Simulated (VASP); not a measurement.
# ScNb (Pm) in VASP: single point with LDA

Aim: the single point of ScNb with LDA.

Program: VASP 6.6.1. These are calculated values, not measurements. Logs are shortened: lines on timing, memory, paths and dates and some standing lists are left out, and cuts for length are marked.

## Step 1: The cell of the first run

It takes space group Pm (No. 6, monoclinic). Conventional cell: a = 3.066 Å, b = 5.072 Å, c = 3.066 Å, α = 90.00°, β = 120.00°, γ = 90.00°. Sc (site symmetry m) has 6 Nb at 3.00 to 3.20 Å and 6 Sc at 3.07 Å within 3.9 Å. Nb (site symmetry m) has 6 Sc at 3.00 to 3.20 Å and 6 Nb at 3.07 Å within 3.9 Å.

## Step 2: Single point, LDA

INCAR

```
SYSTEM = ScNb
PREC     = Accurate       ! precision mode
ENCUT    = 500            ! plane-wave cutoff, eV
EDIFF    = 1E-6           ! SCF threshold, eV
ISMEAR   = 0              ! smearing method
SIGMA    = 0.1            ! smearing width, eV
LREAL    = .FALSE.        ! projectors in reciprocal space
LASPH    = .TRUE.         ! aspherical terms in the spheres
NELM     = 120            ! most SCF steps
ALGO     = Normal         ! electronic algorithm
ISIF     = 2              ! what is computed and relaxed
LWAVE    = .FALSE.        ! write WAVECAR
LCHARG   = .FALSE.        ! write CHGCAR
NBANDS   = 19             ! bands
GGA_COMPAT= .FALSE.
```

KPOINTS

```
Automatic mesh
0
G
  3 3 1
  0 0 0
```

POSCAR

```
ScNb
1.0
    3.0656443612      0.0000000000      0.0000000000
   -1.5328221806      2.6549258957      0.0000000000
    0.0000000000      0.0000000000      5.0721940000
Sc Nb
1 1
Direct
    0.0000000000      0.0000000000      0.0000000000
    0.3985724728      0.6666666667      0.5000000000
```

Potentials or basis: VASP PAW LDA potentials, release 64 (Sc_sv, Nb_sv).

The run is started by

```bash
cat potpaw_LDA.64/Sc_sv/POTCAR potpaw_LDA.64/Nb_sv/POTCAR > POTCAR
mpirun -np 1 vasp_std > vasp.out
```

OUTCAR:

```text
SYSTEM = ScNb
   PREC = Accurate
   ENCUT = 500
   EDIFF = 1E-6
   ISMEAR = 0
   LREAL = .FALSE.
   LASPH = .TRUE.
   NELM = 120
   ISIF = 2

 ion  position               nearest neighbor table
   1  0.000  0.000  0.000-   2 3.00   2 3.00   2 3.10   2 3.10   2 3.20   2 3.20
   2  0.399  0.667  0.500-   1 3.00   1 3.00   1 3.10   1 3.10   1 3.20   1 3.20

  LATTYP: Found a hexagonal cell.
 ALAT       =     3.0656443612
 C/A-ratio  =     1.6545278585

  Lattice vectors:

 A1 = (   3.0656443612,   0.0000000000,   0.0000000000)
 A2 = (  -1.5328221806,   2.6549258957,   0.0000000000)
 A3 = (   0.0000000000,   0.0000000000,   5.0721940000)

Analysis of symmetry for initial positions (statically):
=====================================================================
 Subroutine PRICEL returns:
 Original cell was already a primitive cell.

 Routine SETGRP: Setting up the symmetry group for a
 hexagonal supercell.

 Subroutine GETGRP returns: Found  2 space group operations
 (whereof  2 operations were pure point group operations)
 out of a pool of 24 trial point group operations.

The static configuration has the point symmetry C_1h.

Analysis of symmetry for dynamics (positions and initial velocities):
=====================================================================
 Subroutine PRICEL returns:
 Original cell was already a primitive cell.

 Routine SETGRP: Setting up the symmetry group for a
 hexagonal supercell.

 Subroutine GETGRP returns: Found  2 space group operations
 (whereof  2 operations were pure point group operations)
 out of a pool of 24 trial point group operations.

The dynamic configuration has the point symmetry C_1h.

 Subroutine INISYM returns: Found  2 space group operations
 (whereof  2 operations are pure point group operations),
 and found     1 'primitive' translations

----------------------------------------------------------------------------------------

                                     Primitive cell

  volume of cell :      41.2829

  direct lattice vectors                    reciprocal lattice vectors
     3.065644361  0.000000000  0.000000000     0.326195697  0.188329174  0.000000000
    -1.532822181  2.654925896  0.000000000     0.000000000  0.376658347  0.000000000
     0.000000000  0.000000000  5.072194000     0.000000000  0.000000000  0.197153342

  length of vectors
     3.065644361  3.065644361  5.072194000     0.376658347  0.376658347  0.197153342

  position of ions in fractional coordinates (direct lattice)
     0.000000000  0.000000000  0.000000000
     0.398572473  0.666666667  0.500000000

  ion indices of the primitive-cell ions
   primitive index   ion index
                 1           1
                 2           2

----------------------------------------------------------------------------------------

 KPOINTS: Automatic mesh

Automatic generation of k-mesh.
 Grid dimensions read from file:
 generate k-points for:    3    3    1

 Generating k-lattice:

  Cartesian coordinates                     Fractional coordinates (reciprocal lattice)
     0.108731899  0.062776391  0.000000000     0.333333333 -0.000000000  0.000000000
     0.000000000  0.125552782  0.000000000     0.000000000  0.333333333  0.000000000
     0.000000000  0.000000000  0.197153342     0.000000000  0.000000000  1.000000000

  Length of vectors
     0.125552782  0.125552782  0.197153342

  Shift w.r.t. Gamma in fractional coordinates (k-lattice)
     0.000000000  0.000000000  0.000000000

 Subroutine IBZKPT returns following result:
 ===========================================

 Found      5 irreducible k-points:

 Following reciprocal coordinates:
            Coordinates               Weight
  0.000000  0.000000  0.000000      1.000000
  0.333333 -0.000000  0.000000      2.000000
  0.000000  0.333333  0.000000      2.000000
 -0.333333  0.333333  0.000000      2.000000
  0.333333  0.333333  0.000000      2.000000
   k-points           NKPTS =      5   k-points in BZ     NKDIM =      5   number of bands    NBANDS=     19
   number of dos      NEDOS =    301   number of ions     NIONS =      2
   total plane-waves  NPLWV =  23040
   dimension x,y,z NGX =    24 NGY =   24 NGZ =   40
   dimension x,y,z NGXF=    48 NGYF=   48 NGZF=   80
   ions per type =               1   1
   NGX,Y,Z   is equivalent  to a cutoff of  13.01, 13.01, 13.11 a.u.
   NGXF,Y,Z  is equivalent  to a cutoff of  26.03, 26.03, 26.22 a.u.
 SYSTEM =  ScNb
   PREC   = accura    normal or accurate (medium, high low for compatibility)
   ISTART =      0    job   : 0-new  1-cont  2-samecut
   ICHARG =      2    charge: 1-file 2-atom 10-const
   ISPIN  =      1    spin polarized calculation?
   LNONCOLLINEAR =      F non collinear calculations
   LSORBIT =      F    spin-orbit coupling
   LASPH  =      T    aspherical Exc in radial PAW
   ENCUT  =  500.0 eV  36.75 Ry    6.06 a.u.   5.59  5.59  9.25*2*pi/ulx,y,z
   NELM   =    120;   NELMIN=  2; NELMDL= -5     # of ELM steps
   EDIFF  = 0.1E-05   stopping-criterion for ELM
   LREAL  =      F    real-space projection
   EDIFFG = 0.1E-04   stopping-criterion for IOM
   NSW    =      0    number of steps for IOM
   IBRION =     -1    ionic relax: 0-MD 1-quasi-New 2-CG
   NFREE  =      0    steps in history (QN), initial steepest desc. (CG)
   ISIF   =      2    stress and relaxation
   ISYM   =      2    0-nonsym 1-usesym 2-fastsym
   POTIM  = 0.5000    time-step for ionic-motion
   TEBEG  =    0.0;   TEEND  =   0.0 temperature during run
   PSTRESS=    0.0 pullay stress
   NELECT =      24.0000    total number of electrons
   NUPDOWN=      -1.0000    fix difference up-down
   EMIN   =  10.00;   EMAX   =-10.00  energy-range for DOS
   EFERMI =   0.00;   METHOD = LEGACY
   ISMEAR =     0;   SIGMA  =   0.10  broadening in eV -4-tet -1-fermi 0-gaus
   EFERMI_NEDOS =   21; number of points for ismear=-14 and -15
   IALGO  =     38    algorithm
   IMIX   =      4    mixing-type and parameters
     AMIX     =   0.40;   BMIX     =  1.00
     AMIX_MAG =   1.60;   BMIX_MAG =  1.00
  volume/ion in A,a.u.               =      20.64       139.30
  Fermi-wavevector in a.u.,A,eV,Ry     =   1.366329  2.581987 25.400097  1.866854
  Thomas-Fermi vector in A             =   2.492479
   LORBIT       =      0    0 simple, 1 ext, 2 COOP (PROOUT), +10 PAW based schemes
   GGA     = CA    functional components
   LHFCALC =     F    Hartree Fock is set to
   AEXX    =    0.0000 exact exchange contribution
   IVDW    =     0    specifies the selected vdW correction
   LEPSILON=     F    determine dielectric tensor
   LRPA    =     F    only Hartree local field effects (RPA)
 non-spin polarized calculation
 Gauss-broadening in eV      SIGMA  =   0.10
  energy-cutoff  :      500.00
  volume of cell :       41.28
 maximum number of plane-waves:      1075
 NGX is ok and might be reduce to    24
   NGX = 11   NGY = 11   NGZ = 19

 number of electron      24.0000000 magnetization

 Free energy of the ion-electron system (eV)
  ---------------------------------------------------
  ext. energy  EPLUGINS =         0.00000000
  ---------------------------------------------------
  free energy    TOTEN  =       -17.84497033 eV

  energy without entropy =      -17.84497015  energy(sigma->0) =      -17.84497024

 E-fermi :   7.1174     XC(G=0): -11.4768

 val. band max:        6.7721107770   @ k =  -0.3333   0.3333   0.0000
 cond. band min:       7.4513398097   @ k =   0.0000   0.0000   0.0000
 fundamental gap:      0.6792290327
 Fermi energy:         7.1174118005

 k-point     1 :       0.0000    0.0000    0.0000
  band No.  band energies     occupation
      1     -47.4090      2.00000
      2     -41.5995      2.00000
      3     -23.6858      2.00000
      4     -23.2287      2.00000
      5     -23.2144      2.00000
      6     -20.6034      2.00000
      7     -20.2637      2.00000
      8     -20.2441      2.00000
      9       1.3759      2.00000
     10       4.1479      2.00000
     11       7.4513      0.00000
     12       7.5375      0.00000
     13       7.8956      0.00000
     14       7.9316      0.00000
     15       8.8794      0.00000
     16       8.9143      0.00000
     17       9.0336      0.00000
     18       9.4825      0.00000
     19      10.6349      0.00000

 k-point     2 :       0.3333   -0.0000    0.0000
  band No.  band energies     occupation
      1     -47.3386      2.00000
      2     -41.5323      2.00000
      3     -23.7478      2.00000
      4     -23.5728      2.00000
      5     -23.3544      2.00000
      6     -20.6971      2.00000
      7     -20.5815      2.00000
      8     -20.3414      2.00000
      9       3.8003      2.00000
     10       5.1519      2.00000
     11       5.6513      2.00000
     12       6.7109      2.00000
     13       7.7050      0.00000
     14       7.8149      0.00000
     15       8.1722      0.00000
     16      10.0684      0.00000
     17      10.2091      0.00000
     18      10.7567      0.00000
     19      11.2547      0.00000

 k-point     3 :       0.0000    0.3333    0.0000
  band No.  band energies     occupation
      1     -47.3387      2.00000
      2     -41.5323      2.00000
      3     -23.7567      2.00000
      4     -23.5767      2.00000
      5     -23.3450      2.00000
      6     -20.6837      2.00000
      7     -20.5760      2.00000
      8     -20.3531      2.00000
      9       3.7696      2.00000
     10       5.1116      2.00000
     11       5.4492      2.00000
     12       6.7425      2.00000
     13       7.8883      0.00000
     14       8.0112      0.00000
     15       8.2555      0.00000
     16       9.9831      0.00000
     17      10.1858      0.00000
     18      10.7923      0.00000
     19      11.2030      0.00000

 k-point     4 :      -0.3333    0.3333    0.0000
  band No.  band energies     occupation
      1     -47.3389      2.00000
      2     -41.5324      2.00000
      3     -23.7590      2.00000
      4     -23.5822      2.00000
      5     -23.3422      2.00000
      6     -20.6766      2.00000
      7     -20.5681      2.00000
      8     -20.3574      2.00000
      9       3.7230      2.00000
     10       5.0108      2.00000
     11       5.2629      2.00000
     12       6.7721      2.00000
     13       7.9747      0.00000
     14       8.1212      0.00000
     15       8.5984      0.00000
     16       9.9449      0.00000
     17      10.0848      0.00000
     18      10.8058      0.00000
     19      11.4293      0.00000

 k-point     5 :       0.3333    0.3333    0.0000
  band No.  band energies     occupation
      1     -47.3033      2.00000
      2     -41.4984      2.00000
      3     -23.7226      2.00000
      4     -23.7091      2.00000
      5     -23.5225      2.00000
      6     -20.6628      2.00000
      7     -20.6369      2.00000
      8     -20.5606      2.00000
      9       5.2880      2.00000
     10       5.8656      2.00000
     11       5.8734      2.00000
     12       6.0044      2.00000
     13       6.6322      2.00000
     14       8.0217      0.00000
     15       8.6618      0.00000
     16      10.4921      0.00000
     17      10.8179      0.00000
     18      10.8353      0.00000
     19      13.9410      0.00000

------------------------ aborting loop because EDIFF is reached ----------------------------------------

  FORCE on cell =-STRESS in cart. coord.  units (eV):
  Direction    XX          YY          ZZ          XY          YZ          ZX
  --------------------------------------------------------------------------------------
  -------------------------------------------------------------------------------------
  Total        0.7557914      0.9572596     -7.8515227      1.0594741      0.0000000      0.0000000
  in kB       29.3320556     37.1509801   -304.7154259     41.1178966      0.0000000      0.0000000
  external PRESSURE =     -79.4107967 kB  Pullay stress =       0.0000000 kB

 VOLUME and BASIS-vectors are now :
 -----------------------------------------------------------------------------
  energy-cutoff  :      500.00
  volume of cell :       41.28
      direct lattice vectors                 reciprocal lattice vectors
     3.065644361  0.000000000  0.000000000     0.326195697  0.188329174  0.000000000
    -1.532822181  2.654925896  0.000000000     0.000000000  0.376658347  0.000000000
     0.000000000  0.000000000  5.072194000     0.000000000  0.000000000  0.197153342

 POSITION                                       TOTAL-FORCE (eV/Angst)
 -----------------------------------------------------------------------------------
      0.00000      0.00000      0.00000         0.799787      0.087058      0.000000
      0.20000      1.76995      2.53610        -0.799787     -0.087058      0.000000
 -----------------------------------------------------------------------------------
    total drift:                               -0.000460     -0.000101     -0.000000

  FREE ENERGIE OF THE ION-ELECTRON SYSTEM (eV)
  ---------------------------------------------------
  free  energy   TOTEN  =       -17.8449703302 eV

  energy  without entropy=      -17.8449701461  energy(sigma->0) =      -17.84497024
```

Wall time 7.5 s (1 thread of Intel Xeon 8259CL, shared host); peak memory 0.14 GiB.

What came out:

```yaml
Free_energy: -17.8450 eV
Pressure: -7.9 GPa
Largest_force: 0.805 eV/Å
Band_gap_on_the_k_mesh: zero (bands 12 and 13 overlap by 0.91 eV)
```

Forces on the atoms (eV/Å):
```
Sc   0.800  0.087  0.000
Nb  -0.800 -0.087  0.000
```

Caveat: the k points lie up to 1.24 Å⁻¹ apart, too coarse for converged energies and pressures of a metal.
